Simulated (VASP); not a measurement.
# Sb (Fm-3m) in VASP: notebook

The runs below take Sb through single point, with PBE.

Program: VASP 6.6.1. These are calculated values, not measurements. Logs are shortened: lines on timing, memory, paths and dates and some standing lists are left out, and cuts for length are marked.

## 1. The cell of the first run

It takes space group Fm-3m (No. 225, cubic). The conventional cell has a = 4.700 Å, b = 4.700 Å, c = 4.700 Å, α = 90.00°, β = 90.00°, γ = 90.00°. Sb (site symmetry m-3m) has 12 Sb at 3.32 Å within 4.4 Å.

## 2. Single point, PBE (volume scaled by 1.06)

INCAR reads:

```
SYSTEM = Sb
ALGO = Normal ; EDIFF = 1E-7
ENCUT = 520 ; GGA = PE
ISIF = 2 ; ISMEAR = -1
LASPH = .TRUE. ; LCHARG = .TRUE.
LELF = .TRUE. ; LREAL = .FALSE.
LVHAR = .TRUE. ; LWAVE = .FALSE.
NBANDS = 8 ; NELM = 80
PREC = Accurate ; SIGMA = 0.05
```

KPOINTS reads:

```
k-points
0
G
  12 12 12
  0 0 0
```

POSCAR reads:

```
Sb
1.0
    0.0000000000      2.3502075557      2.3502075557
    2.3502075557      0.0000000000      2.3502075557
    2.3502075557      2.3502075557      0.0000000000
Sb
1
Direct
    0.0000000000      0.0000000000      0.0000000000
```

Potentials or basis: VASP PAW PBE potentials, release 64 (Sb).

Command:

```console
$ cat potpaw_PBE.64/Sb/POTCAR > POTCAR
$ mpirun -np 1 vasp_std > vasp.out
```

OUTCAR:

```text
SYSTEM = Sb
   EDIFF = 1E-7
   ENCUT = 520
   GGA = PE
   ISIF = 2
   ISMEAR = -1
   LASPH = .TRUE.
   LREAL = .FALSE.
   NELM = 80
   PREC = Accurate

 ion  position               nearest neighbor table
   1  0.000  0.000  0.000-

  LATTYP: Found a face centered cubic cell.
 ALAT       =     4.7004151114

  Lattice vectors:

 A1 = (   0.0000000000,   2.3502075557,   2.3502075557)
 A2 = (   2.3502075557,   0.0000000000,   2.3502075557)
 A3 = (   2.3502075557,   2.3502075557,   0.0000000000)

Analysis of symmetry for initial positions (statically):
=====================================================================
 Subroutine PRICEL returns:
 Original cell was already a primitive cell.

 Routine SETGRP: Setting up the symmetry group for a
 face centered cubic supercell.

 Subroutine GETGRP returns: Found 48 space group operations
 (whereof 48 operations were pure point group operations)
 out of a pool of 48 trial point group operations.

The static configuration has the point symmetry O_h .

Analysis of symmetry for dynamics (positions and initial velocities):
=====================================================================
 Subroutine PRICEL returns:
 Original cell was already a primitive cell.

 Routine SETGRP: Setting up the symmetry group for a
 face centered cubic supercell.

 Subroutine GETGRP returns: Found 48 space group operations
 (whereof 48 operations were pure point group operations)
 out of a pool of 48 trial point group operations.

The dynamic configuration has the point symmetry O_h .

 Subroutine INISYM returns: Found 48 space group operations
 (whereof 48 operations are pure point group operations),
 and found     1 'primitive' translations

----------------------------------------------------------------------------------------

                                     Primitive cell

  volume of cell :      25.9626

  direct lattice vectors                    reciprocal lattice vectors
     0.000000000  2.350207556  2.350207556    -0.212747167  0.212747167  0.212747167
     2.350207556  0.000000000  2.350207556     0.212747167 -0.212747167  0.212747167
     2.350207556  2.350207556  0.000000000     0.212747167  0.212747167 -0.212747167

  length of vectors
     3.323695400  3.323695400  3.323695400     0.368488903  0.368488903  0.368488903

  position of ions in fractional coordinates (direct lattice)
     0.000000000  0.000000000  0.000000000

  ion indices of the primitive-cell ions
   primitive index   ion index
                 1           1

----------------------------------------------------------------------------------------

 KPOINTS: k-points

Automatic generation of k-mesh.
 Grid dimensions read from file:
 generate k-points for:   12   12   12

 Generating k-lattice:

  Cartesian coordinates                     Fractional coordinates (reciprocal lattice)
    -0.017728931  0.017728931  0.017728931     0.083333333  0.000000000  0.000000000
     0.017728931 -0.017728931  0.017728931     0.000000000  0.083333333  0.000000000
     0.017728931  0.017728931 -0.017728931     0.000000000  0.000000000  0.083333333

  Length of vectors
     0.030707409  0.030707409  0.030707409

  Shift w.r.t. Gamma in fractional coordinates (k-lattice)
     0.000000000  0.000000000  0.000000000

 Subroutine IBZKPT returns following result:
 ===========================================

 Found     72 irreducible k-points:

 Following reciprocal coordinates:
            Coordinates               Weight
  0.000000  0.000000  0.000000      1.000000
  0.083333  0.000000  0.000000      8.000000
  0.166667  0.000000  0.000000      8.000000
  0.250000  0.000000  0.000000      8.000000
  0.333333  0.000000  0.000000      8.000000
  0.416667  0.000000  0.000000      8.000000
[... 16 lines left out ...]
  0.500000  0.166667  0.000000     24.000000
 -0.416667  0.166667  0.000000     24.000000
 [... further k-points ...]
   k-points           NKPTS =     72   k-points in BZ     NKDIM =     72   number of bands    NBANDS=      8
   number of dos      NEDOS =    301   number of ions     NIONS =      1
   total plane-waves  NPLWV =  21952
   dimension x,y,z NGX =    28 NGY =   28 NGZ =   28
   dimension x,y,z NGXF=    56 NGYF=   56 NGZF=   56
   ions per type =               1
   NGX,Y,Z   is equivalent  to a cutoff of  14.01, 14.01, 14.01 a.u.
   NGXF,Y,Z  is equivalent  to a cutoff of  28.01, 28.01, 28.01 a.u.
 SYSTEM =  Sb
   PREC   = accura    normal or accurate (medium, high low for compatibility)
   ISTART =      0    job   : 0-new  1-cont  2-samecut
   ICHARG =      2    charge: 1-file 2-atom 10-const
   ISPIN  =      1    spin polarized calculation?
   LNONCOLLINEAR =      F non collinear calculations
   LSORBIT =      F    spin-orbit coupling
   LASPH  =      T    aspherical Exc in radial PAW
   ENCUT  =  520.0 eV  38.22 Ry    6.18 a.u.   6.18  6.18  6.18*2*pi/ulx,y,z
   NELM   =     80;   NELMIN=  2; NELMDL= -5     # of ELM steps
   EDIFF  = 0.1E-06   stopping-criterion for ELM
   LREAL  =      F    real-space projection
   EDIFFG = 0.1E-05   stopping-criterion for IOM
   NSW    =      0    number of steps for IOM
   IBRION =     -1    ionic relax: 0-MD 1-quasi-New 2-CG
   NFREE  =      0    steps in history (QN), initial steepest desc. (CG)
   ISIF   =      2    stress and relaxation
   ISYM   =      2    0-nonsym 1-usesym 2-fastsym
   POTIM  = 0.5000    time-step for ionic-motion
   TEBEG  =    0.0;   TEEND  =   0.0 temperature during run
   PSTRESS=    0.0 pullay stress
   NELECT =       5.0000    total number of electrons
   NUPDOWN=      -1.0000    fix difference up-down
   EMIN   =  10.00;   EMAX   =-10.00  energy-range for DOS
   EFERMI =   0.00;   METHOD = LEGACY
   ISMEAR =    -1;   SIGMA  =   0.05  broadening in eV -4-tet -1-fermi 0-gaus
   EFERMI_NEDOS =   21; number of points for ismear=-14 and -15
   IALGO  =     38    algorithm
   IMIX   =      4    mixing-type and parameters
     AMIX     =   0.40;   BMIX     =  1.00
     AMIX_MAG =   1.60;   BMIX_MAG =  1.00
  volume/ion in A,a.u.               =      25.96       175.20
  Fermi-wavevector in a.u.,A,eV,Ry     =   0.945399  1.786546 12.160613  0.893780
  Thomas-Fermi vector in A             =   2.073297
   LORBIT       =      0    0 simple, 1 ext, 2 COOP (PROOUT), +10 PAW based schemes
   GGA     = PE    functional components
   LHFCALC =     F    Hartree Fock is set to
   AEXX    =    0.0000 exact exchange contribution
   IVDW    =     0    specifies the selected vdW correction
   LEPSILON=     F    determine dielectric tensor
   LRPA    =     F    only Hartree local field effects (RPA)
 non-spin polarized calculation
  energy-cutoff  :      520.00
  volume of cell :       25.96
 maximum number of plane-waves:       725
 NGX is ok and might be reduce to    28
   NGX = 13   NGY = 13   NGZ = 13

 number of electron       5.0000000 magnetization

 Free energy of the ion-electron system (eV)
  ---------------------------------------------------
  ext. energy  EPLUGINS =         0.00000000
  ---------------------------------------------------
  free energy    TOTEN  =        -3.80582963 eV

  energy without entropy =       -3.79836651  energy(sigma->0) =       -3.80209807

 E-fermi :   9.0453     XC(G=0): -10.3935

 val. band max:        9.0278984428   @ k =   0.5000   0.4167   0.0833
 cond. band min:       9.0481177624   @ k =   0.5000   0.2500   0.0833
 fundamental gap:      0.0202193195
 Fermi energy:         9.0452919500

 k-point     1 :       0.0000    0.0000    0.0000
  band No.  band energies     occupation
      1      -4.2069      2.00000
      2      14.6035      0.00000
      3      14.6035      0.00000
      4      14.6035      0.00000
      5      19.0837      0.00000
      6      19.0837      0.00000
      7      19.0837      0.00000
      8      19.2477      0.00000

 k-point     2 :       0.0833    0.0000    0.0000
  band No.  band energies     occupation
      1      -4.0646      2.00000
      2      13.2787      0.00000
      3      14.4096      0.00000
      4      14.4096      0.00000
      5      18.1222      0.00000
      6      19.3961      0.00000
      7      19.3961      0.00000
      8      21.0414      0.00000

 k-point     3 :       0.1667    0.0000    0.0000
  band No.  band energies     occupation
      1      -3.6394      2.00000
      2      10.7813      0.00000
      3      13.9751      0.00000
      4      13.9751      0.00000
      5      17.6438      0.00000
      6      19.9206      0.00000
      7      19.9206      0.00000
      8      21.6027      0.00000

 k-point     4 :       0.2500    0.0000    0.0000
  band No.  band energies     occupation
      1      -2.9394      2.00000
      2       8.2116      2.00000
      3      13.5135      0.00000
      4      13.5135      0.00000
      5      17.3760      0.00000
      6      19.5118      0.00000
      7      19.5118      0.00000
      8      20.7322      0.00000

 k-point     5 :       0.3333    0.0000    0.0000
  band No.  band energies     occupation
      1      -1.9920      2.00000
      2       5.8569      2.00000
      3      13.1391      0.00000
      4      13.1391      0.00000
      5      17.2886      0.00000
      6      18.8223      0.00000
      7      18.8223      0.00000
      8      19.7016      0.00000
[... 177 lines left out ...]
 k-point    22 :       0.4167    0.1667    0.0000
  band No.  band energies     occupation
      1      -1.1474      2.00000
      2       5.5695      2.00000
      3      10.6741      0.00000
      4      11.3967      0.00000
      5      15.4707      0.00000
      6      19.5049      0.00000
      7      20.8747      0.00000
      8      21.6461      0.00000

 k-point    23 :       0.5000    0.1667    0.0000
  band No.  band energies     occupation
      1      -0.1193      2.00000
      2       3.9092      2.00000
      3       9.9990      0.00000
      4      11.5516      0.00000
      5      15.4944      0.00000
      6      20.1642      0.00000
      7      20.2298      0.00000
      8      22.5271      0.00000

 k-point    24 :      -0.4167    0.1667    0.0000
  band No.  band energies     occupation
      1       0.1052      2.00000
      2       3.6024      2.00000
      3       9.5325      0.00012
      4      11.9657      0.00000
      5      15.8172      0.00000
      6      19.7983      0.00000
      7      19.9719      0.00000
      8      23.1677      0.00000

 [... further k-points ...]
[... 5 lines left out ...]
  --------------------------------------------------------------------------------------
  -------------------------------------------------------------------------------------
  Total        0.6210403      0.6210403      0.6210403      0.0000000      0.0000000     -0.0000000
  in kB       38.3249591     38.3249591     38.3249591      0.0000000      0.0000000     -0.0000000
  external PRESSURE =      38.3249591 kB  Pullay stress =       0.0000000 kB

 VOLUME and BASIS-vectors are now :
 -----------------------------------------------------------------------------
  energy-cutoff  :      520.00
  volume of cell :       25.96
      direct lattice vectors                 reciprocal lattice vectors
     0.000000000  2.350207556  2.350207556    -0.212747167  0.212747167  0.212747167
     2.350207556  0.000000000  2.350207556     0.212747167 -0.212747167  0.212747167
     2.350207556  2.350207556  0.000000000     0.212747167  0.212747167 -0.212747167

 POSITION                                       TOTAL-FORCE (eV/Angst)
 -----------------------------------------------------------------------------------
      0.00000      0.00000      0.00000         0.000000     -0.000000      0.000000
 -----------------------------------------------------------------------------------
    total drift:                                0.000000      0.000000      0.000000

  FREE ENERGIE OF THE ION-ELECTRON SYSTEM (eV)
  ---------------------------------------------------
  free  energy   TOTEN  =        -3.8058296339 eV

  energy  without entropy=       -3.7983665083  energy(sigma->0) =       -3.80209807
```

It took 17 s on 1 thread of Intel Xeon 6455B, shared host; peak memory 0.16 GiB.

What came out:

```yaml
Free_energy: -3.8058 eV
Pressure: 3.8 GPa
```

Caveat: the cell differs from its parent crystal (volume scaled by 1.06); spin-orbit coupling is left out, which moves the levels of the heavy elements.

## 3. Single point, PBE, non-collinear spin, zero start, spin-orbit coupling

This run uses another cell than the first one, of 24.49 Å³/atom, 0.943 times its volume.

INCAR reads:

```
PREC     = Accurate       # precision mode
ENCUT    = 520            # plane-wave cutoff, eV
EDIFF    = 1E-6           # SCF threshold, eV
ISMEAR   = -1             # smearing method
SIGMA    = 0.05           # smearing width, eV
LREAL    = False          # projectors in reciprocal space
LASPH    = True           # aspherical terms in the spheres
NELM     = 150            # most SCF steps
ALGO     = Normal         # electronic algorithm
ISIF     = 2              # what is computed and relaxed
LWAVE    = False          # write WAVECAR
LCHARG   = False          # write CHGCAR
LNONCOLLINEAR= True           # non-collinear magnetism
MAGMOM   = 0 0 0          # initial moments
LORBIT   = 11             # projections on sites
LSORBIT  = True           # spin-orbit coupling
GGA_COMPAT= False        
LORBMOM  = True         
GGA      = PE             # functional
NBANDS   = 16             # bands
```

KPOINTS reads:

```
regular mesh
0
Gamma
  12 12 12
```

POSCAR reads:

```
Sb
1.0
    0.0000000000      2.3050000000      2.3050000000
    2.3050000000      0.0000000000      2.3050000000
    2.3050000000      2.3050000000      0.0000000000
Sb
1
Direct
    0.0000000000      0.0000000000      0.0000000000
```

Potentials or basis: VASP PAW PBE potentials, release 64 (Sb).

Command:

```console
$ cat potpaw_PBE.64/Sb/POTCAR > POTCAR
$ mpirun -np 1 vasp_ncl > vasp.out
```

OUTCAR:

```text
PREC = Accurate
   ENCUT = 520
   EDIFF = 1E-6
   ISMEAR = -1
   LREAL = False
   LASPH = True
   NELM = 150
   ISIF = 2
   LNONCOLLINEAR = True
   LORBIT = 11
   LSORBIT = True
   GGA = PE

 ion  position               nearest neighbor table
   1  0.000  0.000  0.000-

  LATTYP: Found a face centered cubic cell.
 ALAT       =     4.6100000000

  Lattice vectors:

 A1 = (   0.0000000000,   2.3050000000,   2.3050000000)
 A2 = (   2.3050000000,   0.0000000000,   2.3050000000)
 A3 = (   2.3050000000,   2.3050000000,   0.0000000000)

Analysis of symmetry for initial positions (statically):
=====================================================================
 Subroutine PRICEL returns:
 Original cell was already a primitive cell.

 Routine SETGRP: Setting up the symmetry group for a
 face centered cubic supercell.

 Subroutine GETGRP returns: Found 48 space group operations
 (whereof 48 operations were pure point group operations)
 out of a pool of 48 trial point group operations.

The static configuration has the point symmetry O_h .

Analysis of symmetry for dynamics (positions and initial velocities):
=====================================================================
 Subroutine PRICEL returns:
 Original cell was already a primitive cell.

 Routine SETGRP: Setting up the symmetry group for a
 face centered cubic supercell.

 Subroutine GETGRP returns: Found 48 space group operations
 (whereof 48 operations were pure point group operations)
 out of a pool of 48 trial point group operations.

The dynamic configuration has the point symmetry O_h .

Analysis of structural, dynamic, and magnetic symmetry:
=====================================================================
 Subroutine PRICEL returns:
 Original cell was already a primitive cell.
[... 626 lines left out ...]
  -------------------------------------------------------------------------------------
  Total        1.3605738      1.3605738      1.3605738     -0.0000000     -0.0000000      0.0000000
  in kB       88.9999779     88.9999779     88.9999779     -0.0000000     -0.0000000      0.0000000
  external PRESSURE =      88.9999779 kB  Pullay stress =       0.0000000 kB

 VOLUME and BASIS-vectors are now :
 -----------------------------------------------------------------------------
  energy-cutoff  :      520.00
  volume of cell :       24.49
      direct lattice vectors                 reciprocal lattice vectors
     0.000000000  2.305000000  2.305000000    -0.216919740  0.216919740  0.216919740
     2.305000000  0.000000000  2.305000000     0.216919740 -0.216919740  0.216919740
     2.305000000  2.305000000  0.000000000     0.216919740  0.216919740 -0.216919740

 POSITION                                       TOTAL-FORCE (eV/Angst)
 -----------------------------------------------------------------------------------
      0.00000      0.00000      0.00000         0.000000      0.000000      0.000000
 -----------------------------------------------------------------------------------
    total drift:                               -0.000000      0.000000     -0.000000

  FREE ENERGIE OF THE ION-ELECTRON SYSTEM (eV)
  ---------------------------------------------------
  free  energy   TOTEN  =        -3.8179300531 eV

  energy  without entropy=       -3.8102955864  energy(sigma->0) =       -3.81411282

 orbital moment (x)

 # of ion     p       d       tot
 ----------------------------------------
  1         0.000  -0.000  -0.000
 ----------------------------------------
            0.000  -0.000  -0.000

 orbital moment (y)

 # of ion     p       d       tot
 ----------------------------------------
  1         0.000  -0.000  -0.000
 ----------------------------------------
            0.000  -0.000  -0.000

 orbital moment (z)

 # of ion     p       d       tot
 ----------------------------------------
  1         0.000  -0.000  -0.000
 ----------------------------------------
            0.000  -0.000  -0.000

 Spin-Orbit-Coupling matrix elements

 Ion:    1  E_soc:     -0.1398105
 l=   1
     0.0000000    -0.0229940    -0.0229940
    -0.0229940     0.0000000    -0.0229940
    -0.0229940    -0.0229940     0.0000000
 l=   2
     0.0000000    -0.0000784     0.0000000    -0.0000784    -0.0002294
    -0.0000784     0.0000000    -0.0001720    -0.0000784    -0.0000573
     0.0000000    -0.0001720     0.0000000    -0.0001720     0.0000000
    -0.0000784    -0.0000784    -0.0001720     0.0000000    -0.0000573
    -0.0002294    -0.0000573     0.0000000    -0.0000573     0.0000000
 l=   3
     0.0000000     0.0000000     0.0000000     0.0000000     0.0000000     0.0000000     0.0000000
     0.0000000     0.0000000     0.0000000     0.0000000     0.0000000     0.0000000     0.0000000
     0.0000000     0.0000000     0.0000000     0.0000000     0.0000000     0.0000000     0.0000000
     0.0000000     0.0000000     0.0000000     0.0000000     0.0000000     0.0000000     0.0000000
     0.0000000     0.0000000     0.0000000     0.0000000     0.0000000     0.0000000     0.0000000
     0.0000000     0.0000000     0.0000000     0.0000000     0.0000000     0.0000000     0.0000000
     0.0000000     0.0000000     0.0000000     0.0000000     0.0000000     0.0000000     0.0000000

 total charge

# of ion       s       p       d       tot
------------------------------------------
    1        1.254   1.073   0.052   2.379

 magnetization (x)

# of ion       s       p       d       tot
------------------------------------------
    1       -0.000  -0.000   0.000  -0.000

 magnetization (y)

# of ion       s       p       d       tot
------------------------------------------
    1       -0.000  -0.000   0.000  -0.000

 magnetization (z)

# of ion       s       p       d       tot
------------------------------------------
    1       -0.000   0.000   0.000  -0.000
```

stdout:

```text
POSCAR found type information on POSCAR Sb
 POSCAR found :  1 types and       1 ions
 scaLAPACK will be used
 LDA part: xc-table for (Slater+PW92), standard interpolation
 POSCAR, INCAR and KPOINTS ok, starting setup
 FFT: planning ... GRIDC
 FFT: planning ... GRID_SOFT
 FFT: planning ... GRID
 WAVECAR not read
 entering main loop
```

It took 30 s on 1 thread of AMD EPYC 7R13 (Zen 3), shared host; peak memory 0.19 GiB.

Results:

| Quantity | Value |
| --- | --- |
| Free energy | -3.8179 eV |
| Pressure | 8.9 GPa |
| Net moment | 0.00 μB per cell |
| Valence electrons inside the program's atomic spheres | Sb 2.38 |

Moments on the atoms (μB; x, y, z):
```
Sb  0.00 0.00 0.00
```
